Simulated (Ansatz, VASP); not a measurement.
# N: VASP beside Ansatz

File INCAR:

```
SYSTEM = N
  PREC = Accurate
  ENCUT = 520
  EDIFF = 1E-6
  ISMEAR = -1
  SIGMA = 0.02
  LREAL = .False.
  LASPH = .True.
  NELM = 100
  ALGO = Normal
  ISIF = 2
  LWAVE = .False.
  LCHARG = .True.
  GGA = PS
  LELF = .True.
  LVHAR = .True.
  NBANDS = 12
```

The input KPOINTS:

```
Automatic mesh
0
Gamma
  10 10 5
  0 0 0
```

File POSCAR:

```
N
1.0
    3.6290016496      0.0000000000      0.0000000000
   -1.8145008248      3.1428076190      0.0000000000
    0.0000000000      0.0000000000      5.8900000000
N
2
Direct
    0.3333333333      0.6666666667      0.2500000000
    0.6666666667      0.3333333333      0.7500000000
```

Input for Ansatz:

```yaml
crystal:
  lattice:
    - [3.6290016496, 0.0, 0.0]
    - [-1.8145008248, 3.142807619, 0.0]
    - [0.0, 0.0, 5.89]
  atoms:
    - { symbol: "N", position: [0.3333333333, 0.6666666667, 0.25] }
    - { symbol: "N", position: [0.6666666667, 0.3333333333, 0.75] }
kpoints:
  mp_grid: { grid: [10, 10, 5] }
  band_path:
    path:
      - [0.0, 0.0, 0.0]
      - [0.5, 0.0, 0.0]
      - [0.3333333333, 0.3333333333, 0.0]
      - [0.0, 0.0, 0.0]
      - [0.0, 0.0, 0.5]
      - [0.5, 0.0, 0.5]
      - [0.3333333333, 0.3333333333, 0.5]
      - [0.0, 0.0, 0.5]
      - [0.5, 0.0, 0.5]
    npoints: 5
scf:
  occupations: { method: fermi_dirac, width: 0.02 }
hamiltonian:
  xc: pbesol
  pseudopotentials: { kind: all_electron, lapw: { basis_error: 0.0005 } }
output:
  forces: true
  stress: true
  eigenvalues: true
```

Alike in both runs: task single point; functional PBEsol; k mesh 10 × 10 × 5; occupations fermi-dirac, width 0.02 eV; no spin polarisation.

|  | VASP | Ansatz |
| --- | --- | --- |
| version | VASP 6.6.1 | Ansatz 0.2.0 |
| potentials or method | VASP PAW PBE potentials, release 64 (N), cutoff 520 eV | all-electron LAPW, scalar-relativistic |

```csv
,VASP,Ansatz,Ansatz less VASP
pressure (GPa),-7.8,-7.7,+0.06
```

VASP's potentials were made for PBE, not for PBEsol. Ansatz ran all-electron here, and VASP with PAW potentials.
